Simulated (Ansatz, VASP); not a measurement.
**Two plane-wave programs on BAs**

```xyz
2
Lattice="0.0000 2.4097 2.4097 2.4097 0.0000 2.4097 2.4097 2.4097 0.0000" Properties=species:S:1:pos:R:3 pbc="T T T"
B     0.0000    0.0000    0.0000
As    1.2049    1.2049    1.2049
```

Alike in both runs: task single point; functional HSE06; k mesh 6 × 6 × 6; occupations gaussian, width 0.02 eV; no spin polarisation.

```csv
,VASP,Ansatz
version,VASP 6.6.1,Ansatz 0.2.0
potentials or method,"VASP PAW PBE potentials, release 64 (B, As), cutoff 520 eV","scalar-relativistic, plane waves, PAW"
valence electrons in the cell,8,18
```

Ansatz gave:

* gap on the k mesh at the Fermi level (eV): 1.96
* least direct gap on the mesh (eV): 4.08
* pressure (GPa): -4.1

What did VASP give for the same quantities?

gap on the k mesh at the Fermi level (eV): 1.97; least direct gap on the mesh (eV): 4.08; pressure (GPa): -4.2.

VASP's potentials hold 8 valence electrons a cell and Ansatz's 18, so a difference there can come from the potentials and not from the codes. Ansatz's warnings: stress exchange threshold loose, stress scf threshold loose.
